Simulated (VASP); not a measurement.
# PbS2 (P4_2/mnm) in VASP: relaxation of cell and atoms with r2SCAN+rVV10

Aim: the relaxation of cell and atoms of PbS2 with r2SCAN+rVV10.

All numbers are computed with VASP 6.6.1; they aren't measurements. Logs are shortened: lines on timing, memory, paths and dates and some standing lists are left out, and cuts for length are marked.

### 1 The cell of the first run

Symmetry: P4_2/mnm, No. 136, tetragonal system. The conventional cell has a = 6.274 Å, b = 6.274 Å, c = 3.989 Å, α = 90.00°, β = 90.00°, γ = 90.00°. Within 3.5 Å of Pb (site symmetry mmm) lie 6 S at 2.64 to 2.70 Å. S (site symmetry m2m) has 3 Pb at 2.64 to 2.70 Å and 1 S at 3.46 Å within 3.5 Å.

### 2 Relaxation of cell and atoms, r2SCAN+rVV10

POSCAR

```
PbS2
1.0
    6.2742171488      0.0000000000      0.0000000000
    0.0000000000      6.2742171488      0.0000000000
    0.0000000000      0.0000000000      3.9890998680
Pb S
2 4
Direct
    0.5000000000      0.5000000000      0.5000000000
    0.0000000000      0.0000000000      0.0000000000
    0.6952035189      0.6952035189      0.0000000000
    0.8047964811      0.1952035189      0.5000000000
    0.3047964811      0.3047964811      0.0000000000
    0.1952035189      0.8047964811      0.5000000000
```

INCAR.step1

```
SYSTEM = PbS2
  PREC = Accurate
  ENCUT = 600
  ISMEAR = -1
  SIGMA = 0.03
  LREAL = .False.
  LASPH = .True.
  NELM = 60
  GGA = PE
  ALGO = Normal
  EDIFF = 1E-4
  LWAVE = .True.
  LCHARG = .False.
```

INCAR.step2

```
SYSTEM = PbS2
  PREC = Accurate
  ENCUT = 600
  EDIFF = 1E-6
  ISMEAR = -1
  SIGMA = 0.03
  LREAL = .False.
  LASPH = .True.
  NELM = 60
  ALGO = Normal
  ISIF = 3
  LWAVE = .False.
  LCHARG = .False.
  METAGGA = R2SCAN
  LMIXTAU = .True.
  LUSE_VDW = .True.
  IVDW_NL = 2
  BPARAM = 11.95
  CPARAM = 0.0093
  IBRION = 2
  NSW = 100
  EDIFFG = -0.01
  ISTART = 1
```

KPOINTS

```
Automatic mesh
0
Gamma
  4 4 6
  0 0 0
```

Potentials or basis: VASP PAW PBE potentials, release 64 (Pb_d, S).

On the command line:

```console
> cat potpaw_PBE.64/Pb_d/POTCAR potpaw_PBE.64/S/POTCAR > POTCAR
> cp INCAR.step1 INCAR
> mpirun -np 1 vasp_std > vasp.out
> cp INCAR.step2 INCAR
> mpirun -np 1 vasp_std > vasp.out
```

OUTCAR:

```text
SYSTEM = PbS2
   PREC = Accurate
   ENCUT = 600
   EDIFF = 1E-6
   ISMEAR = -1
   LREAL = .False.
   LASPH = .True.
   NELM = 60
   ISIF = 3
   METAGGA = R2SCAN
   IVDW_NL = 2
   BPARAM = 11.95
   IBRION = 2
   NSW = 100
   EDIFFG = -0.01
   ISTART = 1

 ion  position               nearest neighbor table
   1  0.500  0.500  0.500-   3 2.64   5 2.64   3 2.64   5 2.64   4 2.70   6 2.70
   2  0.000  0.000  0.000-   4 2.64   6 2.64   4 2.64   6 2.64   5 2.70   3 2.70
   3  0.695  0.695  0.000-   1 2.64   1 2.64   2 2.70
   4  0.805  0.195  0.500-   2 2.64   2 2.64   1 2.70
   5  0.305  0.305  0.000-   1 2.64   1 2.64   2 2.70
   6  0.195  0.805  0.500-   2 2.64   2 2.64   1 2.70

  LATTYP: Found a simple tetragonal cell.
 ALAT       =     6.2742171488
 C/A-ratio  =     0.6357924460

  Lattice vectors:

 A1 = (   6.2742171488,   0.0000000000,   0.0000000000)
 A2 = (   0.0000000000,   6.2742171488,   0.0000000000)
 A3 = (   0.0000000000,   0.0000000000,   3.9890998680)

Analysis of symmetry for initial positions (statically):
=====================================================================
 Subroutine PRICEL returns:
 Original cell was already a primitive cell.

 Routine SETGRP: Setting up the symmetry group for a
 simple tetragonal supercell.

 Subroutine GETGRP returns: Found 16 space group operations
 (whereof  8 operations were pure point group operations)
 out of a pool of 16 trial point group operations.

The static configuration has the point symmetry D_2h.
 The point group associated with its full space group is D_4h.

Analysis of symmetry for dynamics (positions and initial velocities):
=====================================================================
 Subroutine PRICEL returns:
 Original cell was already a primitive cell.

 Routine SETGRP: Setting up the symmetry group for a
 simple tetragonal supercell.

 Subroutine GETGRP returns: Found 16 space group operations
 (whereof  8 operations were pure point group operations)
 out of a pool of 16 trial point group operations.

The dynamic configuration has the point symmetry D_2h.
 The point group associated with its full space group is D_4h.

 Subroutine INISYM returns: Found 16 space group operations
 (whereof  8 operations are pure point group operations),
 and found     1 'primitive' translations

----------------------------------------------------------------------------------------

                                     Primitive cell

[... 100 lines left out ...]
   NSW    =    100    number of steps for IOM
   IBRION =      2    ionic relax: 0-MD 1-quasi-New 2-CG
   NFREE  =      1    steps in history (QN), initial steepest desc. (CG)
   ISIF   =      3    stress and relaxation
   ISYM   =      2    0-nonsym 1-usesym 2-fastsym
   POTIM  = 0.5000    time-step for ionic-motion
   TEBEG  =    0.0;   TEEND  =   0.0 temperature during run
   PSTRESS=    0.0 pullay stress
   NELECT =      52.0000    total number of electrons
   NUPDOWN=      -1.0000    fix difference up-down
   EMIN   =  10.00;   EMAX   =-10.00  energy-range for DOS
   EFERMI =   0.00;   METHOD = LEGACY
   ISMEAR =    -1;   SIGMA  =   0.03  broadening in eV -4-tet -1-fermi 0-gaus
   EFERMI_NEDOS =   21; number of points for ismear=-14 and -15
   IALGO  =     38    algorithm
   IMIX   =      4    mixing-type and parameters
     AMIX     =   0.40;   BMIX     =  1.00
     AMIX_MAG =   1.60;   BMIX_MAG =  1.00
  volume/ion in A,a.u.               =      26.17       176.62
  Fermi-wavevector in a.u.,A,eV,Ry     =   1.132604  2.140310 17.453431  1.282791
  Thomas-Fermi vector in A             =   2.269305
   LORBIT       =      0    0 simple, 1 ext, 2 COOP (PROOUT), +10 PAW based schemes
   METAGGA = R2SCAN    functional components
   LHFCALC =     F    Hartree Fock is set to
   AEXX    =    0.0000 exact exchange contribution
   IVDW_NL    =     2    kernel type
   BPARAM     =11.9500
   IVDW    =     0    specifies the selected vdW correction
   LEPSILON=     F    determine dielectric tensor
   LRPA    =     F    only Hartree local field effects (RPA)
 conjugate gradient relaxation of ions
 non-spin polarized calculation
  energy-cutoff  :      600.00
  volume of cell :      157.03
 maximum number of plane-waves:      5288
   NGX = 25   NGY = 25   NGZ = 15

--------------------------------------- Ionic step        1  -------------------------------------------

 number of electron      52.0000011 magnetization

 Free energy of the ion-electron system (eV)
  ---------------------------------------------------
  ext. energy  EPLUGINS =         0.00000000
  ---------------------------------------------------
  free energy    TOTEN  =      -142.86090381 eV

  energy without entropy =     -142.85527078  energy(sigma->0) =     -142.85808729

------------------------ aborting loop because EDIFF is reached ----------------------------------------

  FORCE on cell =-STRESS in cart. coord.  units (eV):
  Direction    XX          YY          ZZ          XY          YZ          ZX
  --------------------------------------------------------------------------------------
  -------------------------------------------------------------------------------------
  Total        0.1371954      0.1371954     -0.2882834      0.0000000      0.0000000      0.0000000
  in kB        1.3997686      1.3997686     -2.9412786      0.0000000      0.0000000      0.0000000
  external PRESSURE =      -0.0472471 kB  Pullay stress =       0.0000000 kB
[... 101 lines left out ...]
  FREE ENERGIE OF THE ION-ELECTRON SYSTEM (eV)
  ---------------------------------------------------
  free  energy   TOTEN  =      -142.8635809936 eV

  energy  without entropy=     -142.8586216386  energy(sigma->0) =     -142.86110132

[... ionic steps 4 to 7 ...]

--------------------------------------- Ionic step        8  -------------------------------------------

 number of electron      52.0000013 magnetization

------------------------ aborting loop because EDIFF is reached ----------------------------------------
[... 75 lines left out ...]
--------------------------------------- Ionic step       10  -------------------------------------------

 number of electron      52.0000014 magnetization

 Free energy of the ion-electron system (eV)
  ---------------------------------------------------
  ext. energy  EPLUGINS =         0.00000000
  ---------------------------------------------------
  free energy    TOTEN  =      -142.86509145 eV

  energy without entropy =     -142.86072105  energy(sigma->0) =     -142.86290625

 E-fermi :   3.3602     XC(G=0):  -9.7082

 val. band max:        3.2296145378   @ k =   0.2500   0.2500   0.1667
 cond. band min:       3.3915420249   @ k =   0.2500   0.2500   0.0000
 fundamental gap:      0.1619274871
 Fermi energy:         3.3601949618

 k-point     1 :       0.0000    0.0000    0.0000
  band No.  band energies     occupation
      1     -14.1319      2.00000
      2     -13.9755      2.00000
      3     -13.8930      2.00000
      4     -13.8930      2.00000
      5     -13.7971      2.00000
      6     -13.7740      2.00000
[... 838 lines left out ...]
  FREE ENERGIE OF THE ION-ELECTRON SYSTEM (eV)
  ---------------------------------------------------
  free  energy   TOTEN  =      -142.8650914490 eV

  energy  without entropy=     -142.8607210504  energy(sigma->0) =     -142.86290625

 reached required accuracy - stopping structural energy minimisation
```

OUTCAR.step1:

```text
SYSTEM = PbS2
   PREC = Accurate
   ENCUT = 600
   ISMEAR = -1
   LREAL = .False.
   LASPH = .True.
   NELM = 60
[... 1050 lines left out ...]
      5.04947      1.22475      1.99455        -0.026219      0.026219     -0.000000
      1.91236      1.91236      0.00000        -0.026219     -0.026219      0.000000
      1.22475      5.04947      1.99455         0.026219     -0.026219     -0.000000
 -----------------------------------------------------------------------------------
    total drift:                                0.000000     -0.000000      0.000000

  FREE ENERGIE OF THE ION-ELECTRON SYSTEM (eV)
  ---------------------------------------------------
  free  energy   TOTEN  =       -22.5297576349 eV

  energy  without entropy=      -22.5224405170  energy(sigma->0) =      -22.52609908
```

It took 40 min on 1 thread of Oxide Virtual Turin-like, shared host; peak memory 0.62 GiB.

What came out:

```
Free energy                           : -142.8651 eV
Relaxed volume                        : 26.29 Å³/atom
Relaxed cell                          : a = 6.330 Å, b = 6.330 Å, c = 3.937 Å, α = 90.00°, β = 90.00°, γ = 90.00°
Space group after relaxing (to 0.1 Å) : P4_2/mnm (No. 136)
Energy gained by relaxing             : 0.7 meV/atom
Ionic steps                           : 10
Pressure after relaxing               : 0.0 GPa
Largest force after relaxing          : 0.003 eV/Å
Band gap on the k mesh                : zero (bands 26 and 27 overlap by 0.02 eV)
```

Forces in eV/Å, atoms in the order of the input:
```
Pb   0.000  0.000  0.000
Pb   0.000  0.000  0.000
S    0.002  0.002  0.000
S   -0.002  0.002  0.000
S   -0.002 -0.002  0.000
S    0.002 -0.002  0.000
```

Step by step:
```tsv
step	energy change (eV)	largest force (eV/Å)	pressure (GPa)	volume (Å³)
1	0.0000	0.0475	0.00	157.03
2	-0.0013	0.0311	0.04	157.02
3	-0.0027	0.0051	0.12	156.99
4	-0.0031	0.0497	0.31	156.92
5	-0.0033	0.0280	0.24	156.94
6	-0.0040	0.0206	0.03	157.59
7	-0.0041	0.0185	-0.02	157.77
8	-0.0041	0.0178	-0.03	157.79
9	-0.0041	0.0123	-0.02	157.76
10	-0.0042	0.0034	0.00	157.72
```

Final structure:
```xyz
6
Lattice="6.3295 0.0000 0.0000 0.0000 6.3295 0.0000 0.0000 0.0000 3.9368" Properties=species:S:1:pos:R:3 pbc="T T T"
Pb    3.1648    3.1648    1.9684
Pb    6.3295    6.3295    0.0000
S     4.3933    4.3933    3.9368
S     5.1010    1.2286    1.9684
S     1.9362    1.9362    0.0000
S     1.2286    5.1010    1.9684
```

Caveat: semilocal functionals underestimate gaps, and a narrow one can read as zero; the PAW data sets were made with another functional, which shifts forces and pressure a little; spin-orbit coupling is left out, which moves the levels of the heavy elements.

The gap in the log of VASP goes by the Fermi energy; the results here count the filled bands.